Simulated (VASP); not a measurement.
# Cu (P6_3/mmc) in VASP: further runs

Runs on Cu. Level: PBE. Tasks: single point.

All numbers are computed with VASP 6.6.1; they aren't measurements. Logs are shortened: lines on timing, memory, paths and dates and some standing lists are left out, and cuts for length are marked.

**1. The cell of the first run**

Symmetry: P6_3/mmc, No. 194, hexagonal system. The conventional cell has a = 2.414 Å, b = 2.414 Å, c = 3.942 Å, α = 90.00°, β = 90.00°, γ = 120.00°. Cu (site symmetry -6m2) has 12 Cu at 2.41 Å within 3.2 Å.

**2. Single point, PBE (equal strain along all axes, cell held: -6.0 %)**

INCAR reads:

```
SYSTEM = Cu
PREC     = Accurate       ! precision mode
ENCUT    = 520            ! plane-wave cutoff, eV
EDIFF    = 1E-6           ! SCF threshold, eV
ISMEAR   = 0              ! smearing method
SIGMA    = 0.1            ! smearing width, eV
LREAL    = .False.        ! projectors in reciprocal space
LASPH    = .True.         ! aspherical terms in the spheres
NELM     = 100            ! most SCF steps
ALGO     = Fast           ! electronic algorithm
ISIF     = 2              ! what is computed and relaxed
LWAVE    = .False.        ! write WAVECAR
LCHARG   = .False.        ! write CHGCAR
GGA      = PE             ! functional
NBANDS   = 18             ! bands
```

KPOINTS reads:

```
regular mesh
0
Gamma
  24 24 12
  0 0 0
```

POSCAR reads:

```
Cu
1.0
    2.4139297504      0.0000000000      0.0000000000
   -1.2069648752      2.0905244868      0.0000000000
    0.0000000000      0.0000000000      3.9419164683
Cu
2
Direct
    0.3333333333      0.6666666667      0.2500000000
    0.6666666667      0.3333333333      0.7500000000
```

Potentials or basis: VASP PAW PBE potentials, release 64 (Cu).

On the command line:

```bash
$ cat potpaw_PBE.64/Cu/POTCAR > POTCAR
$ mpirun -np 1 vasp_std > vasp.out
```

OUTCAR:

```text
SYSTEM = Cu
   PREC = Accurate
   ENCUT = 520
   EDIFF = 1E-6
   ISMEAR = 0
   LREAL = .False.
   LASPH = .True.
   NELM = 100
   ISIF = 2
   GGA = PE

 ion  position               nearest neighbor table
   1  0.333  0.667  0.250-   2 2.41   2 2.41   2 2.41   2 2.41   2 2.41   2 2.41
   2  0.667  0.333  0.750-   1 2.41   1 2.41   1 2.41   1 2.41   1 2.41   1 2.41

  LATTYP: Found a hexagonal cell.
 ALAT       =     2.4139297504
 C/A-ratio  =     1.6329872349

  Lattice vectors:

 A1 = (   2.4139297504,   0.0000000000,   0.0000000000)
 A2 = (  -1.2069648752,   2.0905244868,   0.0000000000)
 A3 = (   0.0000000000,   0.0000000000,   3.9419164683)

Analysis of symmetry for initial positions (statically):
=====================================================================
 Subroutine PRICEL returns:
 Original cell was already a primitive cell.

 Routine SETGRP: Setting up the symmetry group for a
 hexagonal supercell.

 Subroutine GETGRP returns: Found 24 space group operations
 (whereof 12 operations were pure point group operations)
 out of a pool of 24 trial point group operations.

The static configuration has the point symmetry D_3d.
 The point group associated with its full space group is D_6h.

Analysis of symmetry for dynamics (positions and initial velocities):
=====================================================================
 Subroutine PRICEL returns:
 Original cell was already a primitive cell.

 Routine SETGRP: Setting up the symmetry group for a
 hexagonal supercell.

 Subroutine GETGRP returns: Found 24 space group operations
 (whereof 12 operations were pure point group operations)
 out of a pool of 24 trial point group operations.

The dynamic configuration has the point symmetry D_3d.
 The point group associated with its full space group is D_6h.

 Subroutine INISYM returns: Found 24 space group operations
 (whereof 12 operations are pure point group operations),
 and found     1 'primitive' translations

----------------------------------------------------------------------------------------

                                     Primitive cell

  volume of cell :      19.8924

  direct lattice vectors                    reciprocal lattice vectors
     2.413929750  0.000000000  0.000000000     0.414262263  0.239174429  0.000000000
    -1.206964875  2.090524487  0.000000000     0.000000000  0.478348858  0.000000000
     0.000000000  0.000000000  3.941916468     0.000000000  0.000000000  0.253683711

  length of vectors
     2.413929750  2.413929750  3.941916468     0.478348858  0.478348858  0.253683711

  position of ions in fractional coordinates (direct lattice)
     0.333333333  0.666666667  0.250000000
     0.666666667  0.333333333  0.750000000

  ion indices of the primitive-cell ions
   primitive index   ion index
                 1           1
                 2           2

----------------------------------------------------------------------------------------

 KPOINTS: regular mesh

Automatic generation of k-mesh.
 Grid dimensions read from file:
 generate k-points for:   24   24   12

 Generating k-lattice:

  Cartesian coordinates                     Fractional coordinates (reciprocal lattice)
     0.017260928  0.009965601  0.000000000     0.041666667  0.000000000  0.000000000
     0.000000000  0.019931202  0.000000000     0.000000000  0.041666667  0.000000000
     0.000000000  0.000000000  0.021140309     0.000000000  0.000000000  0.083333333

  Length of vectors
     0.019931202  0.019931202  0.021140309

  Shift w.r.t. Gamma in fractional coordinates (k-lattice)
     0.000000000  0.000000000  0.000000000

 Subroutine IBZKPT returns following result:
 ===========================================

 Found    427 irreducible k-points:

 Following reciprocal coordinates:
            Coordinates               Weight
  0.000000  0.000000  0.000000      1.000000
  0.041667 -0.000000  0.000000      6.000000
  0.083333 -0.000000  0.000000      6.000000
  0.125000 -0.000000  0.000000      6.000000
  0.166667 -0.000000  0.000000      6.000000
  0.208333 -0.000000  0.000000      6.000000
[... 16 lines left out ...]
  0.416667  0.041667  0.000000     12.000000
  0.458333  0.041667  0.000000     12.000000
 [... further k-points ...]
   k-points           NKPTS =    427   k-points in BZ     NKDIM =    427   number of bands    NBANDS=     18
   number of dos      NEDOS =    301   number of ions     NIONS =      2
   total plane-waves  NPLWV =   9720
   dimension x,y,z NGX =    18 NGY =   18 NGZ =   30
   dimension x,y,z NGXF=    36 NGYF=   36 NGZF=   60
   ions per type =               2
   NGX,Y,Z   is equivalent  to a cutoff of  12.40, 12.40, 12.65 a.u.
   NGXF,Y,Z  is equivalent  to a cutoff of  24.79, 24.79, 25.30 a.u.
 SYSTEM =  Cu
   PREC   = accura    normal or accurate (medium, high low for compatibility)
   ISTART =      0    job   : 0-new  1-cont  2-samecut
   ICHARG =      2    charge: 1-file 2-atom 10-const
   ISPIN  =      1    spin polarized calculation?
   LNONCOLLINEAR =      F non collinear calculations
   LSORBIT =      F    spin-orbit coupling
   LASPH  =      T    aspherical Exc in radial PAW
   ENCUT  =  520.0 eV  38.22 Ry    6.18 a.u.   4.49  4.49  7.33*2*pi/ulx,y,z
   NELM   =    100;   NELMIN=  2; NELMDL= -5     # of ELM steps
   EDIFF  = 0.1E-05   stopping-criterion for ELM
   LREAL  =      F    real-space projection
   EDIFFG = 0.1E-04   stopping-criterion for IOM
   NSW    =      0    number of steps for IOM
   IBRION =     -1    ionic relax: 0-MD 1-quasi-New 2-CG
   NFREE  =      0    steps in history (QN), initial steepest desc. (CG)
   ISIF   =      2    stress and relaxation
   ISYM   =      2    0-nonsym 1-usesym 2-fastsym
   POTIM  = 0.5000    time-step for ionic-motion
   TEBEG  =    0.0;   TEEND  =   0.0 temperature during run
   PSTRESS=    0.0 pullay stress
   NELECT =      22.0000    total number of electrons
   NUPDOWN=      -1.0000    fix difference up-down
   EMIN   =  10.00;   EMAX   =-10.00  energy-range for DOS
   EFERMI =   0.00;   METHOD = LEGACY
   ISMEAR =     0;   SIGMA  =   0.10  broadening in eV -4-tet -1-fermi 0-gaus
   EFERMI_NEDOS =   21; number of points for ismear=-14 and -15
   IALGO  =     68    algorithm
   IMIX   =      4    mixing-type and parameters
     AMIX     =   0.40;   BMIX     =  1.00
     AMIX_MAG =   1.60;   BMIX_MAG =  1.00
  volume/ion in A,a.u.               =       9.95        67.12
  Fermi-wavevector in a.u.,A,eV,Ry     =   1.692986  3.199279 38.997026  2.866201
  Thomas-Fermi vector in A             =   2.774473
   LORBIT       =      0    0 simple, 1 ext, 2 COOP (PROOUT), +10 PAW based schemes
   GGA     = PE    functional components
   LHFCALC =     F    Hartree Fock is set to
   AEXX    =    0.0000 exact exchange contribution
   IVDW    =     0    specifies the selected vdW correction
   LEPSILON=     F    determine dielectric tensor
   LRPA    =     F    only Hartree local field effects (RPA)
 non-spin polarized calculation
 RMM-DIIS sequential band-by-band and
 Gauss-broadening in eV      SIGMA  =   0.10
  energy-cutoff  :      520.00
  volume of cell :       19.89
 maximum number of plane-waves:       555
 NGX is ok and might be reduce to    18
   NGX =  9   NGY =  9   NGZ = 15

 number of electron      22.0000033 magnetization

 Free energy of the ion-electron system (eV)
  ---------------------------------------------------
  ext. energy  EPLUGINS =         0.00000000
  ---------------------------------------------------
  free energy    TOTEN  =        -6.99260058 eV

  energy without entropy =       -6.98999665  energy(sigma->0) =       -6.99129861

 E-fermi :   9.9138     XC(G=0): -13.7556

 val. band max:        9.9068287572   @ k =   0.2917   0.2083   0.2500
 cond. band min:       9.9176547930   @ k =   0.5000  -0.0000   0.0000
 fundamental gap:      0.0108260358
 Fermi energy:         9.9137711750

 k-point     1 :       0.0000    0.0000    0.0000
  band No.  band energies     occupation
      1      -0.8216      2.00000
      2       3.7677      2.00000
      3       6.2950      2.00000
      4       6.3679      2.00000
      5       6.3679      2.00000
      6       6.6429      2.00000
[... 10 lines left out ...]
     17      35.7598      0.00000
     18      35.8845      0.00000

 k-point     2 :       0.0417   -0.0000    0.0000
  band No.  band energies     occupation
      1      -0.7577      2.00000
      2       3.8066      2.00000
      3       6.2358      2.00000
      4       6.3944      2.00000
      5       6.4197      2.00000
      6       6.6288      2.00000
[... 10 lines left out ...]
     17      35.9205      0.00000
     18      36.3566      0.00000

 k-point     3 :       0.0833   -0.0000    0.0000
  band No.  band energies     occupation
      1      -0.5674      2.00000
      2       3.9190      2.00000
      3       6.1351      2.00000
      4       6.4727      2.00000
      5       6.4943      2.00000
      6       6.5959      2.00000
[... 10 lines left out ...]
     17      35.9350      0.00000
     18      36.5765      0.00000

 k-point     4 :       0.1250   -0.0000    0.0000
  band No.  band energies     occupation
      1      -0.2544      2.00000
      2       4.0919      2.00000
      3       6.0151      2.00000
      4       6.4703      2.00000
      5       6.4937      2.00000
      6       6.5992      2.00000
[... 10 lines left out ...]
     17      35.3508      0.00000
     18      36.5728      0.00000

 k-point     5 :       0.1667   -0.0000    0.0000
  band No.  band energies     occupation
      1       0.1742      2.00000
      2       4.3000      2.00000
      3       5.8882      2.00000
      4       6.0719      2.00000
      5       6.4226      2.00000
      6       6.7673      2.00000
[... 10 lines left out ...]
     17      33.5425      0.00000
     18      36.2558      0.00000

 k-point     6 :       0.2083   -0.0000    0.0000
  band No.  band energies     occupation
      1       0.7069      2.00000
      2       4.5014      2.00000
      3       5.7143      2.00000
      4       5.7776      2.00000
      5       6.3529      2.00000
      6       6.6950      2.00000
[... 10 lines left out ...]
     17      31.6326      0.00000
     18      35.5395      0.00000

 k-point     7 :       0.2500   -0.0000    0.0000
  band No.  band energies     occupation
      1       1.3247      2.00000
      2       4.6385      2.00000
      3       5.4066      2.00000
      4       5.7139      2.00000
      5       6.3158      2.00000
      6       6.5988      2.00000
[... 10 lines left out ...]
     17      30.0458      0.00000
     18      33.5530      0.00000

 k-point     8 :       0.2917   -0.0000    0.0000
  band No.  band energies     occupation
      1       1.9968      2.00000
      2       4.6712      2.00000
      3       5.1499      2.00000
      4       5.7107      2.00000
      5       6.3386      2.00000
      6       6.5074      2.00000
[... 10 lines left out ...]
     17      28.8117      0.00000
     18      32.6247      0.00000
[... 229 lines left out ...]
     17      29.8573      0.00000
     18      33.6135      0.00000

 k-point    20 :       0.2917    0.0417    0.0000
  band No.  band energies     occupation
      1       2.3784      2.00000
      2       4.6762      2.00000
      3       5.0391      2.00000
      4       5.6947      2.00000
      5       6.3778      2.00000
      6       6.4191      2.00000
[... 10 lines left out ...]
     17      28.3218      0.00000
     18      32.8772      0.00000

 k-point    21 :       0.3333    0.0417    0.0000
  band No.  band energies     occupation
      1       3.0269      2.00000
      2       4.6000      2.00000
      3       4.8605      2.00000
      4       5.7636      2.00000
      5       6.3526      2.00000
      6       6.4754      2.00000
[... 10 lines left out ...]
     17      26.7329      0.00000
     18      32.4944      0.00000

 k-point    22 :       0.3750    0.0417    0.0000
  band No.  band energies     occupation
      1       3.5613      2.00000
      2       4.5064      2.00000
      3       4.7284      2.00000
      4       5.8892      2.00000
      5       6.3031      2.00000
      6       6.4648      2.00000
[... 10 lines left out ...]
     17      25.2695      0.00000
     18      32.3058      0.00000

 k-point    23 :       0.4167    0.0417    0.0000
  band No.  band energies     occupation
      1       3.9223      2.00000
      2       4.4168      2.00000
      3       4.6414      2.00000
      4       6.0512      2.00000
      5       6.2714      2.00000
      6       6.4103      2.00000
[... 10 lines left out ...]
     17      24.3171      0.00000
     18      32.2135      0.00000

 k-point    24 :       0.4583    0.0417    0.0000
  band No.  band energies     occupation
      1       4.1136      2.00000
      2       4.3426      2.00000
      3       4.5982      2.00000
      4       6.1695      2.00000
      5       6.2565      2.00000
      6       6.3808      2.00000
[... 10 lines left out ...]
     17      24.0207      0.00000
     18      32.0413      0.00000

 [... further k-points ...]
[... 5 lines left out ...]
  --------------------------------------------------------------------------------------
  -------------------------------------------------------------------------------------
  Total        5.1490816      5.1490816      5.2511835      0.0000000      0.0000000      0.0000000
  in kB      414.7181623    414.7181623    422.9416717      0.0000000      0.0000000      0.0000000
  external PRESSURE =     417.4593321 kB  Pullay stress =       0.0000000 kB

 VOLUME and BASIS-vectors are now :
 -----------------------------------------------------------------------------
  energy-cutoff  :      520.00
  volume of cell :       19.89
      direct lattice vectors                 reciprocal lattice vectors
     2.413929750  0.000000000  0.000000000     0.414262263  0.239174429  0.000000000
    -1.206964875  2.090524487  0.000000000     0.000000000  0.478348858  0.000000000
     0.000000000  0.000000000  3.941916468     0.000000000  0.000000000  0.253683711

 POSITION                                       TOTAL-FORCE (eV/Angst)
 -----------------------------------------------------------------------------------
     -0.00000      1.39368      0.98548        -0.000000      0.000000      0.000000
      1.20696      0.69684      2.95644         0.000000      0.000000      0.000000
 -----------------------------------------------------------------------------------
    total drift:                               -0.000000      0.000000     -0.000000

  FREE ENERGIE OF THE ION-ELECTRON SYSTEM (eV)
  ---------------------------------------------------
  free  energy   TOTEN  =        -6.9926005771 eV

  energy  without entropy=       -6.9899966519  energy(sigma->0) =       -6.99129861
```

It took 62 s on 1 thread of Intel Xeon 6975P-C (Granite Rapids), shared host; peak memory 0.23 GiB.

Results:

```yaml
Free_energy: -6.9926 eV
Pressure: 41.7 GPa
Band_gap_on_the_k_mesh: zero (band 11 reaches 14.43 eV, above the bottom of band 12 at 7.69 eV)
```

Levels at points of the mesh, in eV from the Fermi level:
```csv
k point,band 8,band 9,band 10,band 11,band 12,band 13,band 14,band 15
"(0.00, 0.00, 0.00)",-2.90,-2.90,-1.94,-1.94,-1.52,4.72,22.73,24.52
"(0.50, 0.00, 0.00)",-1.81,-1.75,-1.68,0.00,1.95,8.63,9.24,11.80
"(0.00, 0.00, 0.50)",-3.60,-2.22,-2.22,-2.22,-2.22,13.98,13.98,23.50
"(0.50, 0.00, 0.50)",-2.20,-1.73,-1.73,0.32,0.32,5.87,5.87,17.99
```

Caveat: the cell differs from its parent crystal (equal strain along all axes, cell held: -6.0 %).

(Part 1 of 3 ends here.)
